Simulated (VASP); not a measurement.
# SiC (a cell with a defect) in VASP: further runs, part 2 of 2

VASP 6.6.1. Earlier steps stand in the parts before.

## (3) Single point, PBEsol, collinear spin

File INCAR:

```
PREC = Accurate
ENCUT = 520
EDIFF = 1E-6
ISMEAR = -1
SIGMA = 0.05
LREAL = Auto
LASPH = T
NELM = 200
ALGO = Normal
ISIF = 2
LWAVE = F
LCHARG = F
ISPIN = 2
MAGMOM = 0 0 0 0 0 0 0 0 0 0 0 0 0 0.25 0 0 0.25 0.25 0 0 0 0 0 0 0 0 0 0 0 0 0 0 0 0 0 0 0 0 0 0 0 0.25 0 0 0 0 0 0 0 0 0 0 0 0 0 0 0 0 0 0 0 0 0 0 0.25 0 0 0 0 0 0 0 0.25 0 0 0.25 0.25 0 0 0 0 0 0 0 0 0 0 0 0 0 0 0 0 0
LORBIT = 11
GGA = PS
ISYM = 0
NBANDS = 245
GGA_COMPAT = F
NCORE = 4
```

File KPOINTS:

```
Automatic mesh
0
Gamma
  1 1 1
  0.25 0.25 0.25
```

File POSCAR:

```
SiC
1.0
    9.2342040000      0.0000000000      0.0000000000
    0.0000000000     10.6627400000      0.0000000000
    0.0000000000      0.0000000000     10.0759470000
Si C
47 47
Direct
    0.9989090000      0.9994440000      0.5004510000
    0.3331050000      0.9990340000      0.5000510000
    0.1668210000      0.2502280000      0.4997250000
    0.0027370000      0.5012070000      0.5001960000
    0.6672380000      0.0002570000      0.5004440000
    0.4977880000      0.2506260000      0.5000950000
    0.1678630000      0.7480720000      0.5000520000
    0.8329150000      0.2509450000      0.5001780000
    0.6636490000      0.5015460000      0.5006410000
    0.4997370000      0.7487760000      0.5000300000
    0.8335820000      0.7498040000      0.5000000000
    0.9990450000      0.1659250000      0.2519210000
    0.3328110000      0.1658620000      0.2507860000
    0.1562950000      0.4108980000      0.2551130000
    0.9999160000      0.6669270000      0.2509860000
    0.6663950000      0.1673980000      0.2516240000
    0.5057820000      0.4137500000      0.2527680000
    0.3344290000      0.6772260000      0.2566450000
    0.1667960000      0.9163010000      0.2519540000
    0.8327780000      0.4162890000      0.2525260000
    0.6672100000      0.6669240000      0.2508510000
    0.5000970000      0.9171440000      0.2519180000
    0.8329540000      0.9167330000      0.2508630000
    0.1662560000      0.0828540000      0.7496960000
    0.9998100000      0.3335260000      0.7494810000
    0.4998150000      0.0830100000      0.7497210000
    0.3328200000      0.3333120000      0.7470530000
    0.1666340000      0.5835020000      0.7476730000
    0.9997590000      0.8334490000      0.7499620000
    0.8332300000      0.0836890000      0.7502750000
    0.6661290000      0.3335440000      0.7494950000
    0.4996460000      0.5837280000      0.7475920000
    0.3332640000      0.8331280000      0.7496850000
    0.8331610000      0.5835510000      0.7494410000
    0.6668950000      0.8337030000      0.7499070000
    0.9997180000      0.9997590000      0.0002190000
    0.3331530000      0.9997090000      0.0001910000
    0.1654830000      0.2487850000      0.9992160000
    0.9987060000      0.4998800000      0.9992890000
    0.6666780000      0.0001570000      0.0002350000
    0.5004060000      0.2489970000      0.9992010000
    0.3335310000      0.4995360000      0.9881940000
    0.1663520000      0.7507930000      0.9996250000
    0.8331010000      0.2500210000      0.0001770000
    0.6676630000      0.4998040000      0.9992280000
    0.5005490000      0.7511150000      0.9995600000
    0.8332920000      0.7500730000      0.0001600000
    0.9998870000      0.9993280000      0.1875990000
    0.3332360000      0.9992270000      0.1877670000
    0.1669840000      0.2484540000      0.1856730000
    0.9996170000      0.5016140000      0.1855990000
    0.6662100000      0.0007860000      0.1877420000
    0.4979530000      0.2500800000      0.1857140000
    0.1660640000      0.7487660000      0.1859950000
    0.8330130000      0.2503830000      0.1878790000
    0.6661230000      0.5008940000      0.1856290000
    0.5017870000      0.7497890000      0.1859460000
    0.8333430000      0.7500830000      0.1875310000
    0.9992940000      0.9998650000      0.6879380000
    0.3330520000      0.9997250000      0.6875600000
    0.1659660000      0.2493560000      0.6876280000
    0.9996300000      0.5003110000      0.6878690000
    0.6668370000      0.0002600000      0.6878380000
    0.4996300000      0.2495910000      0.6876660000
    0.3331710000      0.5002350000      0.7041170000
    0.1662230000      0.7502790000      0.6879670000
    0.8328670000      0.2503160000      0.6877190000
    0.6663530000      0.5002720000      0.6880320000
    0.5004190000      0.7506020000      0.6879100000
    0.8331910000      0.7500810000      0.6874770000
    0.9982270000      0.1648840000      0.4391260000
    0.3326020000      0.1657460000      0.4380410000
    0.1512820000      0.4085810000      0.4318340000
    0.0000530000      0.6670330000      0.4380980000
    0.6664550000      0.1666840000      0.4388610000
    0.5136030000      0.4099940000      0.4321000000
    0.3343020000      0.6803000000      0.4330480000
    0.1652590000      0.9168220000      0.4391770000
    0.8329950000      0.4181320000      0.4394080000
    0.6671930000      0.6671860000      0.4380190000
    0.5014180000      0.9176670000      0.4391000000
    0.8329030000      0.9159130000      0.4383680000
    0.1664500000      0.0826110000      0.9378510000
    0.9997470000      0.3333460000      0.9379650000
    0.4998470000      0.0827790000      0.9378980000
    0.3329860000      0.3314250000      0.9395190000
    0.1652440000      0.5839530000      0.9401770000
    0.9996600000      0.8333020000      0.9380780000
    0.8332820000      0.0835160000      0.9385250000
    0.6663640000      0.3332790000      0.9379000000
    0.5015140000      0.5842530000      0.9400480000
    0.3333410000      0.8331460000      0.9380490000
    0.8332530000      0.5836580000      0.9374230000
    0.6671140000      0.8336740000      0.9380250000
```

Potentials or basis: VASP PAW PBE potentials, release 64 (Si, C).

Run with:

```console
$ cat potpaw_PBE.64/Si/POTCAR potpaw_PBE.64/C/POTCAR > POTCAR
$ mpirun -np 4 vasp_std > vasp.out
```

It took 22 min on 4 MPI ranks of Intel Xeon Platinum 8375C at 2.90GHz (Ice Lake), shared host; peak memory 0.6 GiB.

It converged, with:

```yaml
Free_energy: -738.2991 eV
Pressure: 0.7 GPa
Largest_force: 0.379 eV/Å
Band_gap_on_the_k_mesh: 0.14 eV
Net_moment: 0.01 μB per cell
Valence_electrons_inside_the_program's_atomic_spheres: Si 1.69, 1.68, 1.67, 1.64 (each value once); C 2.53, 2.52, 2.54, 2.47, 2.49, 2.50 (each value once)
```

Forces on the atoms (eV/Å):
```
Si  -0.004 -0.033  0.018
Si  -0.006  0.001 -0.011
Si  -0.002  0.006  0.004
Si   0.035 -0.051 -0.029
Si   0.008  0.047 -0.019
Si   0.023  0.146 -0.085
Si   0.052 -0.033 -0.074
Si  -0.035  0.003 -0.011
Si  -0.089 -0.069 -0.112
Si  -0.028 -0.020 -0.062
Si  -0.026 -0.007 -0.008
Si  -0.024  0.036 -0.006
Si   0.026  0.013 -0.008
Si  -0.023  0.011  0.036
Si  -0.005  0.006 -0.004
Si  -0.036  0.035  0.033
Si  -0.002 -0.027  0.378
Si  -0.045  0.045  0.187
Si  -0.008  0.000  0.013
Si   0.013  0.024  0.017
Si  -0.013 -0.047 -0.008
Si  -0.015 -0.021  0.024
Si  -0.014  0.004  0.009
Si  -0.006 -0.007  0.001
Si  -0.018 -0.007 -0.005
Si  -0.001 -0.001 -0.001
Si   0.000 -0.031 -0.094
Si  -0.064  0.027 -0.130
Si  -0.013 -0.012 -0.004
Si  -0.018 -0.007 -0.007
Si  -0.006 -0.021 -0.009
Si   0.045  0.021 -0.120
Si  -0.001  0.009 -0.011
Si  -0.011 -0.004  0.006
Si  -0.010  0.006 -0.007
Si   0.004  0.009  0.000
Si   0.006  0.012  0.009
Si  -0.018 -0.021  0.012
Si  -0.021 -0.025  0.015
Si   0.002  0.007  0.013
Si   0.026 -0.027  0.016
Si   0.004 -0.018 -0.107
Si  -0.002  0.042  0.007
Si  -0.001 -0.007  0.020
Si   0.044 -0.013  0.018
Si   0.008  0.039  0.009
Si   0.000 -0.003  0.013
C    0.034  0.028  0.014
C   -0.010  0.014 -0.010
C    0.011  0.002 -0.014
C   -0.022 -0.076  0.004
C    0.023 -0.070 -0.013
C    0.003 -0.117 -0.017
C   -0.053  0.034 -0.018
C    0.023  0.005 -0.012
C    0.051  0.127 -0.008
C    0.034 -0.005 -0.031
C    0.025 -0.001 -0.021
C    0.015  0.009 -0.008
C    0.011  0.004  0.009
C    0.014  0.010  0.018
C    0.019  0.002  0.026
C    0.010 -0.003  0.006
C    0.002 -0.015  0.048
C    0.029 -0.089 -0.102
C   -0.001  0.002  0.029
C    0.027  0.010  0.009
C    0.037  0.024  0.027
C    0.012 -0.014  0.038
C    0.022  0.004  0.005
C    0.036  0.072 -0.010
C   -0.010 -0.006  0.003
C   -0.198 -0.010  0.081
C    0.006  0.022  0.007
C    0.075 -0.128  0.037
C    0.200 -0.116 -0.110
C   -0.085  0.208 -0.068
C   -0.030  0.047  0.014
C   -0.017  0.014  0.029
C   -0.009  0.011  0.022
C    0.007 -0.007  0.010
C    0.010 -0.009  0.003
C    0.007  0.003 -0.005
C    0.015  0.009 -0.007
C   -0.012 -0.003 -0.007
C   -0.013  0.027  0.049
C    0.018 -0.029  0.043
C    0.011 -0.008 -0.008
C   -0.003  0.005 -0.001
C   -0.014  0.018 -0.004
C   -0.027 -0.031  0.028
C   -0.003 -0.016  0.000
C   -0.014  0.012 -0.007
C    0.001 -0.004 -0.005
```

Stress tensor (GPa, compression positive):
```
 0.75  0.14 -0.04
 0.14  1.29  0.05
-0.04  0.05  0.17
```

Levels at points of the mesh, in eV from the valence-band top:
Spin up:
| k point | band 184 | band 185 | band 186 | band 187 | band 188 | band 189 | band 190 | band 191 | band 192 | band 193 |
| --- | --- | --- | --- | --- | --- | --- | --- | --- | --- | --- |
| (0.25, 0.25, 0.25) | -0.92 | -0.80 | -0.71 | -0.23 | -0.01 | 0.14 | 1.59 | 1.75 | 1.93 | 2.22 |
Spin down:
| k point | band 186 | band 187 | band 188 | band 189 | band 190 | band 191 |
| --- | --- | --- | --- | --- | --- | --- |
| (0.25, 0.25, 0.25) | -0.71 | -0.23 | 0.00 | 0.14 | 1.59 | 1.76 |

Caveat: semilocal functionals underestimate gaps, and a narrow one can read as zero; the PAW data sets were made with another functional, which shifts forces and pressure a little.
